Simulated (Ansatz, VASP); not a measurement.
**Two plane-wave programs on TiSi**

```
Ti Si
1.0
     2.24315   -3.88525    0.00000
    -4.48631    0.00000    0.00000
     0.00000    0.00000   -5.04845
Ti Si
3 3
Cartesian
  -4.4863 0.0000 -2.5242
  -2.2432 -1.2951 -3.7928
  0.0000 -2.5902 -1.2556
  -4.4863 0.0000 0.0000
  -2.2432 -1.2951 -1.3022
  0.0000 -2.5902 -3.7462
```

Alike in both runs: functional PBEsol; k mesh 12 × 12 × 8; occupations gaussian, width 0.1 eV; no spin polarisation.

Ansatz relaxed the structure, and its values are those at the end. VASP's run is a single point on that final structure, the one shown.

```csv
,VASP,Ansatz
version,VASP 6.6.1,Ansatz 0.2.0
potentials or method,"VASP PAW PBE potentials, release 64 (Ti_sv, Si), cutoff 520 eV","scalar-relativistic, plane waves, PAW"
valence electrons in the cell,48,48
```

```csv
,VASP,Ansatz,Ansatz less VASP
gap on the k mesh at the Fermi level (eV),none,none,-
pressure (GPa),0.1,0.0,-0.05
```

VASP's potentials were made for PBE, not for PBEsol. A gap of «none» marks a metal or a gap that the smearing closes.
